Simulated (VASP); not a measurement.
Runs of VASP 6.6.1 on Ti. The structure is that of space group P6_3/mmc (No. 194), or close to it. The cells are those of the table. 

```csv
task,cell,k mesh,cutoff (eV),gap on the mesh (eV),pressure (GPa)
single point,"a = 2.899, b = 2.899, c = 4.596 Å, angles 90.0, 90.0, 120.0°, 2 atoms",13 × 13 × 7,500,none,-0.3
single point,"a = 2.970, b = 2.970, c = 4.711 Å, angles 90.0, 90.0, 120.0°, 2 atoms",13 × 13 × 7,500,none,-7.8
electric field gradients,"a = 2.950, b = 2.950, c = 4.680 Å, angles 90.0, 90.0, 120.0°, 2 atoms",11 × 11 × 6,400,none,(a)
relaxation of cell and atoms,"relaxed from a = 2.950, b = 2.950, c = 4.680 Å, angles 90.0, 90.0, 120.0°, 2 atoms",13 × 13 × 7,500,none,0.0
single point,"a = 2.930, b = 2.930, c = 4.649 Å, angles 90.0, 90.0, 120.0°, 2 atoms",13 × 13 × 7,500,none,-3.9
```

Alike in all rows: level PBEsol; potentials or basis VASP PAW PBE potentials, release 64 (Ti_sv); no spin polarisation; smearing fermi-dirac 0.05 eV.

Question: Fill in the values left out.

Answer: (a) -6.6.

Caveats: the PAW data sets were made with another functional, which shifts forces and pressure a little; the cell stands under tension (at least some runs).

A gap of «none» marks levels without a gap at the run's occupations.
